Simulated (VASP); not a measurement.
Wanted: the native input for a VASP 6.6.1 run.

```
Task                   : single point
Functional             : PBEsol
Potentials or basis    : VASP PAW PBE potentials, release 64 (V_sv, H)
Cutoff                 : 520 eV
k mesh                 : 18 × 18 × 18
Occupations            : gaussian, width 0.1 eV
Spin                   : no spin polarisation
Dipole correction      : no
Further INCAR settings : ALGO = Normal; EDIFF = 1e-07; NBANDS = 14
```

The structure of VH2 lies in POSCAR:

```
VH2
1.0
    0.0000000000      2.1492982839      2.1492982839
    2.1492982839      0.0000000000      2.1492982839
    2.1492982839      2.1492982839      0.0000000000
V H
1 2
Direct
    0.0000000000      0.0000000000      0.0000000000
    0.2500000000      0.2500000000      0.2500000000
    0.7500000000      0.7500000000      0.7500000000
```

This cell differs from its parent crystal: volume scaled by 1.10.

The input as run:

INCAR

```
PREC = Accurate ; ENCUT = 520
EDIFF = 1E-7 ; ISMEAR = 0
SIGMA = 0.1 ; LREAL = False
LASPH = True ; NELM = 60
ALGO = Normal ; ISIF = 2
LWAVE = False ; LCHARG = False
GGA = PS ; NBANDS = 14
```

KPOINTS

```
Automatic mesh
0
Gamma
  18 18 18
```

Potentials or basis: VASP PAW PBE potentials, release 64 (V_sv, H).

Launch:

```sh
$ cat potpaw_PBE.64/V_sv/POTCAR potpaw_PBE.64/H/POTCAR > POTCAR
$ mpirun -np 1 vasp_std > vasp.out
```

It gave:

```
Pressure : -14.9 GPa
```

Caveat: the PAW data sets were made with another functional, which shifts forces and pressure a little.

It took 46 s on 1 thread of Intel(R) Xeon(R) Platinum 8375C CPU @ 2.90GHz (Ice Lake), with other jobs on the host, peak memory 0.18 GiB.
